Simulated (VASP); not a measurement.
A run of VASP 6.6.1:

Contents of INCAR:

```
SYSTEM = RbLa2Cl2
PREC = Accurate ; ENCUT = 520
EDIFF = 1E-6 ; ISMEAR = 0
SIGMA = 0.1 ; LREAL = .False.
LASPH = .True. ; NELM = 100
ALGO = Normal ; ISIF = 2
LWAVE = .False. ; LCHARG = .False.
GGA = PE ; NBANDS = 30
```

KPOINTS

```
regular mesh
0
Gamma
  12 12 12
  0 0 0
```

Contents of POSCAR:

```
RbLa2Cl2
1.0
   -2.3366817795      2.3366817795      7.9799168934
    2.3366817795     -2.3366817795      7.9799168934
    2.3366817795      2.3366817795     -7.9799168934
Rb La Cl
1 2 2
Direct
    0.0000000000      0.0000000000      0.0000000000
    0.7500000000      0.2500000000      0.5000000000
    0.2500000000      0.7500000000      0.5000000000
    0.6176334486      0.6176334486      0.0000000000
    0.3823665514      0.3823665514      0.0000000000
```

Potentials or basis: VASP PAW PBE potentials, release 64 (Rb_sv, La, Cl).

The run is started by

```console
$ cat potpaw_PBE.64/Rb_sv/POTCAR potpaw_PBE.64/La/POTCAR potpaw_PBE.64/Cl/POTCAR > POTCAR
$ mpirun -np 1 vasp_std > vasp.out
```

Hardware: 1 thread of Intel(R) Xeon(R) Platinum 8259CL CPU @ 2.50GHz (Skylake/Cascade Lake) (shared host).

Question: How long does it take, and how much memory?

Answer: It took 58 min on 1 thread of Intel(R) Xeon(R) Platinum 8259CL CPU @ 2.50GHz (Skylake/Cascade Lake), with other jobs on the host, peak memory 1.2 GiB. Counts: scf iterations 15, k points 163.
